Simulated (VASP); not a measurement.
# H in VASP: single point with PBE

Aim: the single point of H with PBE.

Program: VASP 6.6.1. These are calculated values, not measurements. Logs are shortened: lines on timing, memory, paths and dates and some standing lists are left out, and cuts for length are marked.

### 1 The cell of the first run

The typed cell holds 6 atoms: a = 2.858 Å, b = 2.858 Å, c = 4.873 Å, α = 90.00°, β = 90.00°, γ = 120.00°.

### 2 Single point, PBE

The input, INCAR:

```
ALGO     = Normal         # electronic algorithm
EDIFF    = 1E-6           # SCF threshold, eV
ENCUT    = 520            # plane-wave cutoff, eV
GGA      = PE             # functional
ISIF     = 2              # what is computed and relaxed
ISMEAR   = 1              # smearing method
LASPH    = True           # aspherical terms in the spheres
LCHARG   = False          # write CHGCAR
LREAL    = False          # projectors in reciprocal space
LWAVE    = False          # write WAVECAR
NBANDS   = 12             # bands
NELM     = 80             # most SCF steps
PREC     = Accurate       # precision mode
SIGMA    = 0.0124         # smearing width, eV
```

The input, KPOINTS:

```
k-points
0
Gamma
  10 10 5
```

The input, POSCAR:

```
H
1.0
    2.8583480000      0.0000000000      0.0000000000
   -1.4291740000      2.4754050000      0.0000000000
    0.0000000000      0.0000000000      4.8730420000
H
6
Direct
    0.0000000000      0.0000000000      0.2500000000
    0.0000000000      0.0000000000      0.7500000000
    0.6667000000      0.3333000000      0.0000000000
    0.3333000000      0.6667000000      0.2500000000
    0.3334000000      0.6667000000      0.7500000000
    0.6667000000      0.3333000000      0.5000000000
```

Potentials or basis: VASP PAW PBE potentials, release 64 (H).

Started as:

```bash
$ cat potpaw_PBE.64/H/POTCAR > POTCAR
$ mpirun -np 1 vasp_std > vasp.out
```

OUTCAR:

```text
EDIFF = 1E-6
   ENCUT = 520
   GGA = PE
   ISIF = 2
   ISMEAR = 1
   LASPH = True
   LREAL = False
   NELM = 80
   PREC = Accurate

 ion  position               nearest neighbor table
   1  0.000  0.000  0.250-
   2  0.000  0.000  0.750-
   3  0.667  0.333  0.000-
   4  0.333  0.667  0.250-
   5  0.333  0.667  0.750-
   6  0.667  0.333  0.500-

  LATTYP: Found a hexagonal cell.
 ALAT       =     2.8583480000
 C/A-ratio  =     1.7048455961

  Lattice vectors:

 A1 = (   2.8583480000,   0.0000000000,   0.0000000000)
 A2 = (  -1.4291740000,   2.4754050000,   0.0000000000)
 A3 = (   0.0000000000,   0.0000000000,   4.8730420000)

Analysis of symmetry for initial positions (statically):
=====================================================================
 Subroutine PRICEL returns:
 Original cell was already a primitive cell.

 Routine SETGRP: Setting up the symmetry group for a
 hexagonal supercell.

 Subroutine GETGRP returns: Found  2 space group operations
 (whereof  1 operations were pure point group operations)
 out of a pool of 24 trial point group operations.

The static configuration has the point symmetry C_1 .
 The point group associated with its full space group is C_1h.

Analysis of symmetry for dynamics (positions and initial velocities):
=====================================================================
 Subroutine PRICEL returns:
 Original cell was already a primitive cell.

 Routine SETGRP: Setting up the symmetry group for a
 hexagonal supercell.

 Subroutine GETGRP returns: Found  2 space group operations
 (whereof  1 operations were pure point group operations)
 out of a pool of 24 trial point group operations.

The dynamic configuration has the point symmetry C_1 .
 The point group associated with its full space group is C_1h.

 Subroutine INISYM returns: Found  2 space group operations
 (whereof  1 operations are pure point group operations),
 and found     1 'primitive' translations

----------------------------------------------------------------------------------------

                                     Primitive cell

  volume of cell :      34.4795

[... 101 lines left out ...]
   NFREE  =      0    steps in history (QN), initial steepest desc. (CG)
   ISIF   =      2    stress and relaxation
   ISYM   =      2    0-nonsym 1-usesym 2-fastsym
   POTIM  = 0.5000    time-step for ionic-motion
   TEBEG  =    0.0;   TEEND  =   0.0 temperature during run
   PSTRESS=    0.0 pullay stress
   NELECT =       6.0000    total number of electrons
   NUPDOWN=      -1.0000    fix difference up-down
   EMIN   =  10.00;   EMAX   =-10.00  energy-range for DOS
   EFERMI =   0.00;   METHOD = LEGACY
   ISMEAR =     1;   SIGMA  =   0.01  broadening in eV -4-tet -1-fermi 0-gaus
   EFERMI_NEDOS =   21; number of points for ismear=-14 and -15
   IALGO  =     38    algorithm
   IMIX   =      4    mixing-type and parameters
     AMIX     =   0.40;   BMIX     =  1.00
     AMIX_MAG =   1.60;   BMIX_MAG =  1.00
  volume/ion in A,a.u.               =       5.75        38.78
  Fermi-wavevector in a.u.,A,eV,Ry     =   0.913983  1.727177 11.365828  0.835365
  Thomas-Fermi vector in A             =   2.038557
   LORBIT       =      0    0 simple, 1 ext, 2 COOP (PROOUT), +10 PAW based schemes
   GGA     = PE    functional components
   LHFCALC =     F    Hartree Fock is set to
   AEXX    =    0.0000 exact exchange contribution
   IVDW    =     0    specifies the selected vdW correction
   LEPSILON=     F    determine dielectric tensor
   LRPA    =     F    only Hartree local field effects (RPA)
 non-spin polarized calculation
 Methfessel and Paxton  Order N= 1 SIGMA  =   0.01
  energy-cutoff  :      520.00
  volume of cell :       34.48
 maximum number of plane-waves:       948
 NGX is ok and might be reduce to    24
   NGX = 11   NGY = 11   NGZ = 19

 number of electron       5.9999998 magnetization

 Free energy of the ion-electron system (eV)
  ---------------------------------------------------
  ext. energy  EPLUGINS =         0.00000000
  ---------------------------------------------------
  free energy    TOTEN  =       -11.62613543 eV

  energy without entropy =      -11.62605017  energy(sigma->0) =      -11.62610701

 E-fermi :  -1.5070     XC(G=0):  -8.7933

 val. band max:       -1.5124120168   @ k =  -0.3000   0.4000  -0.2000
 cond. band min:      -1.4416692640   @ k =   0.3000   0.3000   0.4000
 fundamental gap:      0.0707427528
 Fermi energy:        -1.5070352228

 k-point     1 :       0.0000    0.0000    0.0000
  band No.  band energies     occupation
      1     -11.2181      2.00000
      2      -6.7758      2.00000
      3      -3.9526      2.00000
      4       3.7522      0.00000
      5       6.2673      0.00000
      6       7.8055      0.00000
      7      14.0601      0.00000
      8      16.6458      0.00000
      9      16.6462      0.00000
     10      16.7896      0.00000
     11      16.7900      0.00000
     12      17.1129      0.00000
[... 331 lines left out ...]
 k-point    24 :       0.1000    0.2000    0.0000
  band No.  band energies     occupation
      1      -9.5995      2.00000
      2      -5.2984      2.00000
      3      -2.6683      2.00000
      4       0.9120      0.00000
      5       2.5753      0.00000
      6       4.3498      0.00000
      7       9.8556      0.00000
      8      12.1744      0.00000
      9      12.8045      0.00000
     10      15.1440      0.00000
     11      15.3172      0.00000
     12      18.8249      0.00000

 [... further k-points ...]
[... 5 lines left out ...]
  --------------------------------------------------------------------------------------
  -------------------------------------------------------------------------------------
  Total       -6.0694075     -6.0662833     -2.5454157      0.0000011      0.0000000      0.0000000
  in kB     -282.0300312   -281.8848600   -118.2790366      0.0000516      0.0000000      0.0000000
  external PRESSURE =    -227.3979759 kB  Pullay stress =       0.0000000 kB

 VOLUME and BASIS-vectors are now :
 -----------------------------------------------------------------------------
  energy-cutoff  :      520.00
  volume of cell :       34.48
      direct lattice vectors                 reciprocal lattice vectors
     2.858348000  0.000000000  0.000000000     0.349852432  0.201987150  0.000000000
    -1.429174000  2.475405000  0.000000000     0.000000000  0.403974299  0.000000000
     0.000000000  0.000000000  4.873042000     0.000000000  0.000000000  0.205210626

 POSITION                                       TOTAL-FORCE (eV/Angst)
 -----------------------------------------------------------------------------------
      0.00000      0.00000      1.21826         0.000431     -0.000259      0.000000
      0.00000      0.00000      3.65478        -0.000658     -0.000259      0.000000
      1.42932      0.82505      0.00000         0.000227     -0.000196      0.000000
     -0.00014      1.65035      1.21826        -0.000809      0.000456      0.000000
      0.00014      1.65035      3.65478         0.000582      0.000456      0.000000
      1.42932      0.82505      2.43652         0.000227     -0.000196     -0.000000
 -----------------------------------------------------------------------------------
    total drift:                                0.000000     -0.000000      0.000000

  FREE ENERGIE OF THE ION-ELECTRON SYSTEM (eV)
  ---------------------------------------------------
  free  energy   TOTEN  =       -11.6261354313 eV

  energy  without entropy=      -11.6260501738  energy(sigma->0) =      -11.62610701
```

OSZICAR:

```text
N       E                     dE             d eps       ncg     rms          rms(c)
DAV:   1    -0.408737402136E+01   -0.40874E+01   -0.24594E+03  3744   0.400E+02
DAV:   2    -0.113934621760E+02   -0.73061E+01   -0.69986E+01  4696   0.567E+01
DAV:   3    -0.116254968390E+02   -0.23203E+00   -0.23077E+00  4628   0.792E+00
DAV:   4    -0.116257896335E+02   -0.29279E-03   -0.29270E-03  4076   0.305E-01
DAV:   5    -0.116257897356E+02   -0.10201E-06   -0.10225E-06  4536   0.684E-03    0.933E-01
DAV:   6    -0.116229527813E+02    0.28370E-02   -0.18932E-02  4056   0.360E-01    0.505E-01
DAV:   7    -0.116254726635E+02   -0.25199E-02   -0.69378E-03  4220   0.352E-01    0.189E-01
DAV:   8    -0.116261447057E+02   -0.67204E-03   -0.56117E-04  4192   0.139E-01    0.266E-02
DAV:   9    -0.116261367325E+02    0.79732E-05   -0.10872E-04  4312   0.232E-02    0.830E-03
DAV:  10    -0.116261355959E+02    0.11366E-05   -0.64836E-06  4140   0.106E-02    0.247E-03
DAV:  11    -0.116261354313E+02    0.16459E-06   -0.10661E-06  2136   0.426E-03
   1 F= -.11626135E+02 E0= -.11626107E+02  d E =-.852575E-04
```

It took 38 s on 1 thread of AMD EPYC 7R43 (Zen 3), shared host; peak memory 0.14 GiB.

What came out:

```yaml
Free_energy: -11.6261 eV
Pressure: -22.7 GPa
Band_gap_on_the_k_mesh: zero (band 3 reaches 0.06 eV, above the bottom of band 4 at -3.50 eV)
```
